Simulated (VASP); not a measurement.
Here is a VASP 6.6.1 calculation.

Contents of INCAR:

```
SYSTEM = TlHO4
PREC = Accurate
ENCUT = 520
EDIFF = 1E-6
ISMEAR = -1
SIGMA = 0.1
LREAL = .False.
LASPH = .True.
NELM = 80
ALGO = Normal
ISIF = 2
LWAVE = .False.
LCHARG = .True.
GGA = PS
LELF = .True.
LVHAR = .True.
NBANDS = 28
```

Contents of KPOINTS:

```
Automatic mesh
0
Gamma
  8 8 8
  0 0 0
```

POSCAR

```
TlHO4
1.0
    0.0000000000      3.1544387385      3.1544387385
    3.1544387385      0.0000000000      3.1544387385
    3.1544387385      3.1544387385      0.0000000000
Tl H O
1 1 4
Direct
    0.5000000000      0.5000000000      0.5000000000
    0.0000000000      0.0000000000      0.0000000000
    0.1280757591      0.1280757591      0.1280757591
    0.6157727227      0.1280757591      0.1280757591
    0.1280757591      0.1280757591      0.6157727227
    0.1280757591      0.6157727227      0.1280757591
```

Potentials or basis: VASP PAW PBE potentials, release 64 (Tl_d, H, O).

Run with:

```sh
$ cat potpaw_PBE.64/Tl_d/POTCAR potpaw_PBE.64/H/POTCAR potpaw_PBE.64/O/POTCAR > POTCAR
$ mpirun -np 1 vasp_std > vasp.out
```

Task: What does it give for the band gap on the k mesh?

Result: Zero (bands 19 and 20 overlap by 0.57 eV).

Task: Estimate the largest force.

Result: 0.024 eV/Å.

Task: Predict the pressure.

Result: -0.2 GPa.

Forces in eV/Å, atoms in the order of the input:
```
Tl   0.000  0.000  0.000
H    0.000  0.000  0.000
O    0.014  0.014  0.014
O    0.014 -0.014 -0.014
O   -0.014 -0.014  0.014
O   -0.014  0.014 -0.014
```

Caveat: the PAW data sets were made with another functional, which shifts forces and pressure a little; spin-orbit coupling is left out, which moves the levels of the heavy elements.
